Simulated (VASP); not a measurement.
Wanted: the native input for a VASP 6.6.1 run.

```yaml
Task: electric field gradients
Functional: PBEsol
Potentials_or_basis: VASP PAW PBE potentials, release 64 (Mg)
Cutoff: 520 eV
k_mesh: 12 × 12 × 7
Occupations: fermi-dirac, width 0.08 eV
Spin: no spin polarisation
Dipole_correction: no
Further_INCAR_settings: ALGO = Normal; EDIFF = 1e-08; NBANDS = 9
```

The structure of Mg lies in POSCAR:

```
Mg
1.0
    3.2092715325     -0.0320927153     -0.0320927153
   -1.6324288730      2.7953570325     -0.0117467491
   -0.0521033000     -0.0521033000      5.2103300000
Mg
2
Direct
    0.3333333333      0.6666666667      0.2500000000
    0.6666666667      0.3333333333      0.7500000000
```

This cell differs from its parent crystal: equal xy, yz and zx shear strains of -2 %.

The input as run:

INCAR

```
SYSTEM = Mg
PREC     = Accurate       ! precision mode
ENCUT    = 520            ! plane-wave cutoff, eV
EDIFF    = 1E-8           ! SCF threshold, eV
ISMEAR   = -1             ! smearing method
SIGMA    = 0.08           ! smearing width, eV
LREAL    = .False.        ! projectors in reciprocal space
LASPH    = .True.         ! aspherical terms in the spheres
NELM     = 80             ! most SCF steps
ALGO     = Normal         ! electronic algorithm
ISIF     = 2              ! what is computed and relaxed
LWAVE    = .False.        ! write WAVECAR
LCHARG   = .False.        ! write CHGCAR
GGA      = PS             ! functional
LEFG     = .True.       
NBANDS   = 9              ! bands
```

KPOINTS

```
Automatic mesh
0
Gamma
  12 12 7
  0 0 0
```

Potentials or basis: VASP PAW PBE potentials, release 64 (Mg).

Run with:

```console
$ cat potpaw_PBE.64/Mg/POTCAR > POTCAR
$ mpirun -np 1 vasp_std > vasp.out
```

Results of the run:

```
Pressure               : -1.1 GPa
Largest force          : 0.019 eV/Å
Band gap on the k mesh : zero (band 2 reaches 3.54 eV, above the bottom of band 3 at 1.30 eV)
```

Caveat: the cell differs from its parent crystal (equal xy, yz and zx shear strains of -2 %); without QUAD_EFG the Cq values of the log hold for a quadrupole moment of 1 mb, not for the nuclei; the PAW data sets were made with another functional, which shifts forces and pressure a little.

It took 2.5 min on 1 thread of Oxide Virtual Turin-like Processor, on a shared host, peak memory 0.29 GiB.
